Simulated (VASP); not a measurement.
Zr3ZnN2:

```xyz
6
Lattice="2.9323 -5.8206 0.0000 2.9323 5.8206 0.0000 0.0000 0.0000 3.1219" Properties=species:S:1:pos:R:3 pbc="T T T"
Zr    2.9323   -3.2035    0.0000
Zr    2.9323    3.2035    0.0000
Zr    2.9323    0.0000    1.5609
Zn    0.0000    0.0000    0.0000
N     1.4661   -2.9103    1.5609
N     1.4661    2.9103    1.5609
```

The cell was generated, and may not be a known phase.

* Program: VASP 6.6.1
* Task: relaxation of cell and atoms
* Functional: PBE
* Potentials or basis: VASP PAW PBE potentials, release 64 (Zr_sv, Zn, N)
* Cutoff: 600 eV
* k mesh: 4 × 4 × 6
* Occupations: gaussian, width 0.1 eV
* Spin: no spin polarisation

At the start: pressure 0.2 GPa; volume 17.76 Å³/atom.

Q: Where does the relaxation end?

A: Over 13 steps the energy falls by 9.2 meV/atom and the volume is 18.15 Å³/atom (+2.2 %); space group Cmmm (No. 65, to 0.1 Å) before and after.

Step by step:
```csv
step,energy change (eV),largest force (eV/Å),pressure (GPa),volume (Å³)
1,0.0000,0.1833,0.24,106.56
2,-0.0088,0.1784,0.14,106.98
3,-0.0106,0.1732,0.07,107.26
4,-0.0183,0.1704,-0.21,107.66
5,-0.0347,0.1354,-1.03,108.85
6,-0.0344,0.1218,-2.72,111.13
7,-0.0408,0.0402,-1.77,109.84
8,-0.0442,0.0499,-1.52,109.72
9,-0.0514,0.0767,-0.77,109.34
10,-0.0525,0.1183,0.72,108.57
11,-0.0542,0.1004,0.07,108.91
12,-0.0546,0.0719,0.04,108.90
13,-0.0550,0.0089,-0.04,108.87
```

Final structure:
```
CELL_PARAMETERS angstrom
2.85112 -6.21288 0.00000
2.85112 6.21288 0.00000
0.00000 0.00000 3.07309
ATOMIC_POSITIONS crystal
Zr 0.78883 0.21117 0.00000
Zr 0.21117 0.78883 0.00000
Zr 0.50000 0.50000 0.50000
Zn 0.00000 0.00000 0.00000
N 0.50000 0.00000 0.50000
N 0.00000 0.50000 0.50000
```
